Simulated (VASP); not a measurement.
Write the native input for VASP 6.6.1 that does the following.

| Quantity | Value |
| --- | --- |
| Task | single point |
| Functional | PBE |
| Potentials or basis | VASP PAW PBE potentials, release 64 (Sr_sv) |
| Cutoff | 520 eV |
| k mesh | 6 × 6 × 4 |
| Occupations | gaussian, width 0.1 eV |
| Spin | no spin polarisation |
| Dipole correction | no |
| Further INCAR settings | ALGO = Fast; EDIFF = 1e-07; NBANDS = 17 |

The structure of Sr lies in POSCAR:

```
Sr
1.0
    4.0623600913      0.0000000000      0.0000000000
   -2.0311800456      3.5181070384      0.0000000000
    0.0000000000      0.0000000000      6.4031120010
Sr
2
Direct
    0.3333333333      0.6666666667      0.2500000000
    0.6666666667      0.3333333333      0.7500000000
```

This isn't the form of Sr at room conditions, which is fcc.

This cell differs from its parent crystal: Mg replaced by Sr, lengths x 1.230, strained.

One way to write it, as run:

INCAR

```
SYSTEM = Sr
PREC     = Accurate       ! precision mode
ENCUT    = 520            ! plane-wave cutoff, eV
EDIFF    = 1E-7           ! SCF threshold, eV
ISMEAR   = 0              ! smearing method
SIGMA    = 0.1            ! smearing width, eV
LREAL    = .FALSE.        ! projectors in reciprocal space
LASPH    = .TRUE.         ! aspherical terms in the spheres
NELM     = 100            ! most SCF steps
ALGO     = Fast           ! electronic algorithm
ISIF     = 2              ! what is computed and relaxed
LWAVE    = .FALSE.        ! write WAVECAR
LCHARG   = .TRUE.         ! write CHGCAR
GGA      = PE             ! functional
LELF     = .TRUE.         ! ELF
LVHAR    = .TRUE.       
NBANDS   = 17             ! bands
```

KPOINTS

```
regular mesh
0
G
  6 6 4
  0 0 0
```

Potentials or basis: VASP PAW PBE potentials, release 64 (Sr_sv).

Run with:

```console
$ cat potpaw_PBE.64/Sr_sv/POTCAR > POTCAR
$ mpirun -np 1 vasp_std > vasp.out
```

Results of the run:

```
Pressure               : 3.0 GPa
Band gap on the k mesh : zero (bands 10 and 11 overlap by 0.19 eV)
```

Caveat: the cell differs from its parent crystal (Mg replaced by Sr, lengths x 1.230, strained).

It took 18 s on 1 thread of Intel(R) Xeon(R) 6975P-C (Granite Rapids), on a shared host, peak memory 0.2 GiB.
